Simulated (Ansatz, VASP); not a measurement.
# One calculation of Co2Bi, two programs

File INCAR:

```
SYSTEM = Co2Bi
PREC     = Accurate       ! precision mode
ENCUT    = 520            ! plane-wave cutoff, eV
EDIFF    = 1E-6           ! SCF threshold, eV
ISMEAR   = 0              ! smearing method
SIGMA    = 0.1            ! smearing width, eV
LREAL    = .FALSE.        ! projectors in reciprocal space
LASPH    = .TRUE.         ! aspherical terms in the spheres
NELM     = 150            ! most SCF steps
ALGO     = Fast           ! electronic algorithm
ISIF     = 2              ! what is computed and relaxed
LWAVE    = .FALSE.        ! write WAVECAR
LCHARG   = .FALSE.        ! write CHGCAR
ISPIN    = 2              ! spin polarisation
MAGMOM   = 3 3 3 3 0 0    ! initial moments
LORBIT   = 11             ! projections on sites
LMAXMIX  = 4              ! l up to which the mixer works
GGA      = PE             ! functional
NBANDS   = 46             ! bands
```

File KPOINTS:

```
regular mesh
0
G
  4 4 4
  0 0 0
```

The input POSCAR:

```
Co2Bi
1.0
    0.0000000000      3.7148803595      3.7148803595
    3.7148803595      0.0000000000      3.7148803595
    3.7148803595      3.7148803595      0.0000000000
Co Bi
4 2
Direct
    0.6250000000      0.6250000000      0.6250000000
    0.1250000000      0.6250000000      0.6250000000
    0.6250000000      0.6250000000      0.1250000000
    0.6250000000      0.1250000000      0.6250000000
    0.0000000000      0.0000000000      0.0000000000
    0.2500000000      0.2500000000      0.2500000000
```

Input for Ansatz:

```yaml
crystal:
  lattice:
    - [0.0, 3.7148803595, 3.7148803595]
    - [3.7148803595, 0.0, 3.7148803595]
    - [3.7148803595, 3.7148803595, 0.0]
  atoms:
    - { symbol: Co, position: [0.625, 0.625, 0.625], spin: 3.0 }
    - { symbol: Co, position: [0.125, 0.625, 0.625], spin: 3.0 }
    - { symbol: Co, position: [0.625, 0.625, 0.125], spin: 3.0 }
    - { symbol: Co, position: [0.625, 0.125, 0.625], spin: 3.0 }
    - { symbol: Bi, position: [0.0, 0.0, 0.0] }
    - { symbol: Bi, position: [0.25, 0.25, 0.25] }
basis:
  ecutwfc: 420
kpoints:
  mp_grid: { grid: [4, 4, 4] }
hamiltonian:
  xc: pbe
scf:
  occupations: { method: gaussian, width: 0.1 }
  lower_state_search: "off"
output:
  forces: true
  stress: true
  eigenvalues: true
  populations: true
magnetization:
  spin_polarized: true
```

Alike in both runs: task single point; functional PBE; k mesh 4 × 4 × 4; occupations gaussian, width 0.1 eV; collinear spin.

|  | VASP | Ansatz |
| --- | --- | --- |
| version | VASP 6.6.1 | Ansatz 0.2.0 |
| potentials or method | VASP PAW PBE potentials, release 64 (Co, Bi_d), cutoff 520 eV | scalar-relativistic, plane waves, PAW |
| valence electrons in the cell | 66 | 98 |

|  | VASP | Ansatz | Ansatz less VASP |
| --- | --- | --- | --- |
| gap on the k mesh at the Fermi level (eV) | none | none | - |
| pressure (GPa) | -5.8 | -5.6 | +0.15 |
| net moment per atom (μB) | 1.00 | 1.01 | +0.007 |
| size of the moment on the site where the two differ most (μB) | 1.57 | 1.60 | +0.032 |

Site moments also hang on the region over which each program counts them. A gap of «none» marks a metal or a gap that the smearing closes. VASP's potentials hold 66 valence electrons a cell and Ansatz's 98, so a difference there can come from the potentials and not from the codes.

The k mesh is coarse, so the values compare programs but aren't converged. Neither program's run includes spin-orbit coupling.
